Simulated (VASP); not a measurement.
Input of a VASP 6.6.1 run:

File INCAR:

```
SYSTEM = Al2Ru
PREC = Accurate
ENCUT = 520
EDIFF = 1E-7
ISMEAR = 0
SIGMA = 0.03
LREAL = .False.
LASPH = .True.
NELM = 80
ALGO = Normal
ISIF = 2
LWAVE = .False.
LCHARG = .True.
LELF = .True.
LVHAR = .True.
NBANDS = 29
```

KPOINTS

```
regular mesh
0
Gamma
  10 10 10
  0 0 0
```

The input POSCAR:

```
Al2Ru
1.0
    0.0000000000      3.8019284060      4.1797466595
    2.5272417819      0.0000000000      4.1797466595
    2.5272417819      3.8019284060      0.0000000000
Al Ru
4 2
Direct
    0.0788992938      0.4211007062      0.0788992938
    0.4211007062      0.0788992938      0.4211007062
    0.1711007062      0.8288992938      0.1711007062
    0.8288992938      0.1711007062      0.8288992938
    0.7500000000      0.7500000000      0.7500000000
    0.5000000000      0.5000000000      0.5000000000
```

Potentials or basis: VASP PAW LDA potentials, release 64 (Al, Ru_pv).

Launch:

```sh
$ cat potpaw_LDA.64/Al/POTCAR potpaw_LDA.64/Ru_pv/POTCAR > POTCAR
$ mpirun -np 1 vasp_std > vasp.out
```

Problem. Predict the largest force.

Solution. 0.476 eV/Å.

Problem. Predict the pressure.

Solution. 2.3 GPa.

Stress tensor (GPa, compression positive):
```
-19.25   0.00   0.00
  0.00  14.37   0.00
  0.00   0.00  11.81
```

Caveat: the stress differs along the axes, from -19 to 14 GPa.
